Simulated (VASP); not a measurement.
The system is BaZrO3.

```
Ba Zr O
1.0
     4.22839    0.00000    0.00000
     0.00000    4.22839    0.00000
     0.00000    0.00000    4.22839
Ba Zr O
1 1 3
Direct
  0.00000 0.00000 0.00000
  0.50000 0.50000 0.50000
  0.00000 0.50000 0.50000
  0.50000 0.50000 0.00000
  0.50000 0.00000 0.50000
```

Base run:

```yaml
Program: VASP 6.6.1
Functional: PBE
Potentials_or_basis: VASP PAW PBE potentials, release 64 (Ba_sv, Zr_sv, O)
Cutoff: 520 eV
k_mesh: 8 × 8 × 8
Occupations: gaussian, width 0.05 eV
Spin: no spin polarisation
```

Its results: band gap on the k mesh 3.13 eV (least direct gap 3.38 eV); pressure 0.8 GPa.

Q: The run is repeated on the same cell with these changes: functional from PBE to HSE06; k mesh from 8 × 8 × 8 to 4 × 4 × 4. What comes out?

A: Band gap on the k mesh 4.60 eV (least direct gap 4.91 eV); pressure -3.1 GPa.

Several settings changed at once.

Caveats: spin-orbit coupling is left out, which moves the levels of the heavy elements; the cell stands under tension (at least some runs); the PAW data sets were made with another functional, which shifts forces and pressure a little (at least some runs).

A k mesh can miss the band edges.
